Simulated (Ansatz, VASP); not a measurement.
# One calculation of Sb, two programs

POSCAR

```
Sb
1.0
    3.1600000000      0.0000000000      0.0000000000
    0.0000000000      3.1600000000      0.0000000000
    0.0000000000      0.0000000000      3.1600000000
Sb
1
Direct
    0.0000000000      0.0000000000      0.0000000000
```

The input INCAR.step1:

```
ALGO     = Normal         # electronic algorithm
EDIFF    = 1E-4           # SCF threshold, eV
ENCUT    = 520            # plane-wave cutoff, eV
GGA      = PE             # functional
ISMEAR   = 0              # smearing method
LASPH    = T              # aspherical terms in the spheres
LCHARG   = F              # write CHGCAR
LREAL    = F              # projectors in reciprocal space
LWAVE    = T              # write WAVECAR
NBANDS   = 8              # bands
NELM     = 100            # most SCF steps
PREC     = Accurate       # precision mode
SIGMA    = 0.05           # smearing width, eV
```

The input INCAR.step2:

```
ALGO     = Normal         # electronic algorithm
EDIFF    = 1E-7           # SCF threshold, eV
ENCUT    = 520            # plane-wave cutoff, eV
ISIF     = 2              # what is computed and relaxed
ISMEAR   = 0              # smearing method
ISTART   = 1            
LASPH    = T              # aspherical terms in the spheres
LCHARG   = F              # write CHGCAR
LMIXTAU  = T            
LREAL    = F              # projectors in reciprocal space
LWAVE    = F              # write WAVECAR
METAGGA  = R2SCAN         # meta-GGA
NBANDS   = 8              # bands
NELM     = 100            # most SCF steps
PREC     = Accurate       # precision mode
SIGMA    = 0.05           # smearing width, eV
```

Contents of KPOINTS:

```
k-points
0
Gamma
  10 10 10
```

Input for Ansatz:

```yaml
crystal:
  lattice:
    - [3.16, 0.0, 0.0]
    - [0.0, 3.16, 0.0]
    - [0.0, 0.0, 3.16]
  atoms:
    - { symbol: Sb, position: [0.0, 0.0, 0.0] }
basis:
  ecutwfc: 500
  fft_grid_basis: typed
kpoints:
  mp_grid: { grid: [10, 10, 10] }
hamiltonian:
  xc: r2scan
scf:
  occupations: { method: gaussian, width: 0.05 }
output:
  forces: true
  stress: true
  eigenvalues: true
  bader: true
  write_density: true
  volumetric_format: npy
```

Alike in both runs: task single point; functional r2SCAN; k mesh 10 × 10 × 10; occupations gaussian, width 0.05 eV; no spin polarisation.

|  | VASP | Ansatz |
| --- | --- | --- |
| version | VASP 6.6.1 | Ansatz 0.2.0 |
| potentials or method | VASP PAW PBE potentials, release 64 (Sb), cutoff 520 eV | scalar-relativistic, plane waves, PAW |
| valence electrons in the cell | 5 | 15 |

|  | VASP | Ansatz | Ansatz less VASP |
| --- | --- | --- | --- |
| gap on the k mesh at the Fermi level (eV) | none | none | - |
| pressure (GPa) | -3.9 | -3.9 | +0.01 |

VASP's potentials were made for PBE, not for r2SCAN. A gap of «none» marks a metal or a gap that the smearing closes. With one functional, cell and mesh, what is left measures potentials, basis and numerics. VASP's potentials hold 5 valence electrons a cell and Ansatz's 15, so a difference there can come from the potentials and not from the codes.

Spin-orbit coupling is off throughout.
